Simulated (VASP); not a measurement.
# Sr (I4/mmm) in VASP: a series of runs

Sr is run at these levels: PBEsol; tasks: single point.

All numbers are computed with VASP 6.6.1; they aren't measurements. Logs are shortened: lines on timing, memory, paths and dates and some standing lists are left out, and cuts for length are marked.

## (1) The cell of the first run

Symmetry: I4/mmm, No. 139, tetragonal system. The conventional cell has a = 3.958 Å, b = 3.958 Å, c = 6.328 Å, α = 90.00°, β = 90.00°, γ = 90.00°. Within 5.2 Å of Sr (site symmetry 4/mmm) lie 12 Sr at 3.96 to 4.22 Å.

## (2) Single point, PBEsol (strain -0.080 along x and y, +0.040 along z)

File INCAR:

```
ALGO = Normal
EDIFF = 1E-6
ENCUT = 520
GGA = PS
ISIF = 2
ISMEAR = 0
LASPH = True
LCHARG = True
LELF = True
LREAL = False
LVHAR = True
LWAVE = False
NBANDS = 11
NELM = 60
PREC = Accurate
SIGMA = 0.03
```

File KPOINTS:

```
k-points
0
Gamma
  10 10 10
```

File POSCAR:

```
Sr
1.0
    0.0000000000      2.7989620000      3.1640440000
    2.7989620000      0.0000000000      3.1640440000
    2.7989620000      2.7989620000      0.0000000000
Sr
1
Direct
    0.0000000000      0.0000000000      0.0000000000
```

Potentials or basis: VASP PAW PBE potentials, release 64 (Sr_sv).

Started as:

```sh
> cat potpaw_PBE.64/Sr_sv/POTCAR > POTCAR
> mpirun -np 1 vasp_std > vasp.out
```

OUTCAR:

```text
EDIFF = 1E-6
   ENCUT = 520
   GGA = PS
   ISIF = 2
   ISMEAR = 0
   LASPH = True
   LREAL = False
   NELM = 60
   PREC = Accurate

 ion  position               nearest neighbor table
   1  0.000  0.000  0.000-

  LATTYP: Found a body centered tetragonal cell.
 ALAT       =     3.9583300210
 C/A-ratio  =     1.5986762009

  Lattice vectors:

 A1 = (  -2.7989620000,   0.0000000000,   3.1640440000)
 A2 = (   2.7989620000,   0.0000000000,   3.1640440000)
 A3 = (   0.0000000000,   2.7989620000,  -3.1640440000)

Analysis of symmetry for initial positions (statically):
=====================================================================
 Subroutine PRICEL returns:
 Original cell was already a primitive cell.

 Routine SETGRP: Setting up the symmetry group for a
 body centered tetragonal supercell.

 Subroutine GETGRP returns: Found 16 space group operations
 (whereof 16 operations were pure point group operations)
 out of a pool of 16 trial point group operations.

The static configuration has the point symmetry D_4h.

Analysis of symmetry for dynamics (positions and initial velocities):
=====================================================================
 Subroutine PRICEL returns:
 Original cell was already a primitive cell.

 Routine SETGRP: Setting up the symmetry group for a
 body centered tetragonal supercell.

 Subroutine GETGRP returns: Found 16 space group operations
 (whereof 16 operations were pure point group operations)
 out of a pool of 16 trial point group operations.

The dynamic configuration has the point symmetry D_4h.

 Subroutine INISYM returns: Found 16 space group operations
 (whereof 16 operations are pure point group operations),
 and found     1 'primitive' translations

----------------------------------------------------------------------------------------

                                     Primitive cell

  volume of cell :      49.5754

  direct lattice vectors                    reciprocal lattice vectors
     0.000000000  2.798962000  3.164044000    -0.178637652  0.178637652  0.158025615
     2.798962000  0.000000000  3.164044000     0.178637652 -0.178637652  0.158025615
     2.798962000  2.798962000  0.000000000     0.178637652  0.178637652 -0.158025615

  length of vectors
     4.224377198  4.224377198  3.958330021     0.297984759  0.297984759  0.297984759

  position of ions in fractional coordinates (direct lattice)
     0.000000000  0.000000000  0.000000000

  ion indices of the primitive-cell ions
   primitive index   ion index
                 1           1
[... 79 lines left out ...]
   ISYM   =      2    0-nonsym 1-usesym 2-fastsym
   POTIM  = 0.5000    time-step for ionic-motion
   TEBEG  =    0.0;   TEEND  =   0.0 temperature during run
   PSTRESS=    0.0 pullay stress
   NELECT =      10.0000    total number of electrons
   NUPDOWN=      -1.0000    fix difference up-down
   EMIN   =  10.00;   EMAX   =-10.00  energy-range for DOS
   EFERMI =   0.00;   METHOD = LEGACY
   ISMEAR =     0;   SIGMA  =   0.03  broadening in eV -4-tet -1-fermi 0-gaus
   EFERMI_NEDOS =   21; number of points for ismear=-14 and -15
   IALGO  =     38    algorithm
   IMIX   =      4    mixing-type and parameters
     AMIX     =   0.40;   BMIX     =  1.00
     AMIX_MAG =   1.60;   BMIX_MAG =  1.00
  volume/ion in A,a.u.               =      49.58       334.55
  Fermi-wavevector in a.u.,A,eV,Ry     =   0.960106  1.814338 12.541907  0.921804
  Thomas-Fermi vector in A             =   2.089361
   LORBIT       =      0    0 simple, 1 ext, 2 COOP (PROOUT), +10 PAW based schemes
   GGA     = PS    functional components
   LHFCALC =     F    Hartree Fock is set to
   AEXX    =    0.0000 exact exchange contribution
   IVDW    =     0    specifies the selected vdW correction
   LEPSILON=     F    determine dielectric tensor
   LRPA    =     F    only Hartree local field effects (RPA)
 non-spin polarized calculation
 Gauss-broadening in eV      SIGMA  =   0.03
  energy-cutoff  :      520.00
  volume of cell :       49.58
 maximum number of plane-waves:      1358
   NGX = 15   NGY = 15   NGZ = 15

 number of electron      10.0000000 magnetization

 Free energy of the ion-electron system (eV)
  ---------------------------------------------------
  ext. energy  EPLUGINS =         0.00000000
  ---------------------------------------------------
  free energy    TOTEN  =        -1.82485869 eV

  energy without entropy =       -1.82431797  energy(sigma->0) =       -1.82458833

 E-fermi :   1.8873     XC(G=0):  -7.7597

 val. band max:        1.8590509790   @ k =  -0.2000   0.5000   0.3000
 cond. band min:       1.8948043390   @ k =  -0.4000  -0.0000   0.3000
 fundamental gap:      0.0357533600
 Fermi energy:         1.8872872303

 k-point     1 :       0.0000    0.0000    0.0000
  band No.  band energies     occupation
      1     -34.4894      2.00000
      2     -16.3787      2.00000
      3     -16.3576      2.00000
      4     -16.3576      2.00000
      5      -1.9540      2.00000
      6       3.8525      0.00000
      7       4.6067      0.00000
      8       4.6067      0.00000
      9       5.2240      0.00000
     10       6.5113      0.00000
     11       9.4164      0.00000
[... 309 lines left out ...]
 k-point    24 :       0.4000    0.3000    0.0000
  band No.  band energies     occupation
      1     -34.4708      2.00000
      2     -16.5735      2.00000
      3     -16.4279      2.00000
      4     -16.4080      2.00000
      5       0.1982      2.00000
      6       2.5548      0.00000
      7       2.8425      0.00000
      8       5.9862      0.00000
      9       6.2826      0.00000
     10       7.1219      0.00000
     11       8.7882      0.00000

 [... further k-points ...]

------------------------ aborting loop because EDIFF is reached ----------------------------------------

  FORCE on cell =-STRESS in cart. coord.  units (eV):
  Direction    XX          YY          ZZ          XY          YZ          ZX
  --------------------------------------------------------------------------------------
  -------------------------------------------------------------------------------------
  Total        0.2951112      0.2951112     -0.0433559      0.0000000      0.0000000      0.0000000
  in kB        9.5373962      9.5373962     -1.4011743      0.0000000      0.0000000      0.0000000
  external PRESSURE =       5.8912060 kB  Pullay stress =       0.0000000 kB

 VOLUME and BASIS-vectors are now :
 -----------------------------------------------------------------------------
  energy-cutoff  :      520.00
  volume of cell :       49.58
      direct lattice vectors                 reciprocal lattice vectors
     0.000000000  2.798962000  3.164044000    -0.178637652  0.178637652  0.158025615
     2.798962000  0.000000000  3.164044000     0.178637652 -0.178637652  0.158025615
     2.798962000  2.798962000  0.000000000     0.178637652  0.178637652 -0.158025615

 POSITION                                       TOTAL-FORCE (eV/Angst)
 -----------------------------------------------------------------------------------
      0.00000      0.00000      0.00000         0.000000      0.000000      0.000000
 -----------------------------------------------------------------------------------
    total drift:                               -0.000000     -0.000000     -0.000000

  FREE ENERGIE OF THE ION-ELECTRON SYSTEM (eV)
  ---------------------------------------------------
  free  energy   TOTEN  =        -1.8248586901 eV

  energy  without entropy=       -1.8243179675  energy(sigma->0) =       -1.82458833
```

Wall time 51 s (1 thread of Intel Xeon 8259CL, shared host); peak memory 0.21 GiB.

What came out:

| Property | Result |
| --- | --- |
| Free energy | -1.8249 eV |
| Pressure | 0.6 GPa |
| Band gap on the k mesh | zero (bands 5 and 6 overlap by 0.01 eV) |

Stress tensor (GPa, compression positive):
```
 0.95  0.00  0.00
 0.00  0.95  0.00
 0.00  0.00 -0.14
```

Caveat: the cell differs from its parent crystal (strain -0.080 along x and y, +0.040 along z); the PAW data sets were made with another functional, which shifts forces and pressure a little.

## (3) Single point, PBEsol (strain -0.040 along x and y, +0.040 along z)

File INCAR:

```
  PREC = Accurate
  ENCUT = 520
  EDIFF = 1E-6
  ISMEAR = 0
  SIGMA = 0.03
  LREAL = False
  LASPH = True
  NELM = 80
  ALGO = Normal
  ISIF = 2
  LWAVE = False
  LCHARG = False
  GGA = PS
  NBANDS = 11
```

File KPOINTS:

```
regular mesh
0
Gamma
  10 10 10
```

File POSCAR:

```
Sr
1.0
    0.0000000000      2.9206560000      3.1640440000
    2.9206560000      0.0000000000      3.1640440000
    2.9206560000      2.9206560000      0.0000000000
Sr
1
Direct
    0.0000000000      0.0000000000      0.0000000000
```

Potentials or basis: VASP PAW PBE potentials, release 64 (Sr_sv).

Started as:

```sh
> cat potpaw_PBE.64/Sr_sv/POTCAR > POTCAR
> mpirun -np 1 vasp_std > vasp.out
```

Run time: 46 s. Hardware: 1 thread of Intel Xeon 8259CL, shared host; peak memory 0.21 GiB.

Results (log left out):

```yaml
Free_energy: -1.8321 eV
Pressure: -0.5 GPa
Band_gap_on_the_k_mesh: zero (bands 5 and 6 overlap by 0.03 eV)
```

Stress tensor (GPa, compression positive):
```
-0.35  0.00  0.00
 0.00 -0.35  0.00
 0.00  0.00 -0.84
```

Levels at points of the mesh, in eV from the Fermi level:
```csv
k point,band 2,band 3,band 4,band 5,band 6,band 7,band 8,band 9
"(0.00, 0.00, 0.00)",-18.44,-18.43,-18.43,-3.72,2.04,2.49,2.49,3.41
"(0.50, 0.00, 0.00)",-18.65,-18.48,-18.45,-1.17,0.07,1.90,2.43,4.76
"(0.50, 0.50, 0.00)",-18.63,-18.49,-18.49,-0.85,0.40,0.63,4.96,5.18
"(0.50, 0.00, 0.50)",-18.64,-18.54,-18.51,-0.63,0.25,1.30,4.72,4.91
```

Caveat: the cell differs from its parent crystal (strain -0.040 along x and y, +0.040 along z); the PAW data sets were made with another functional, which shifts forces and pressure a little.

The gap in the log of VASP goes by the Fermi energy; the results here count the filled bands.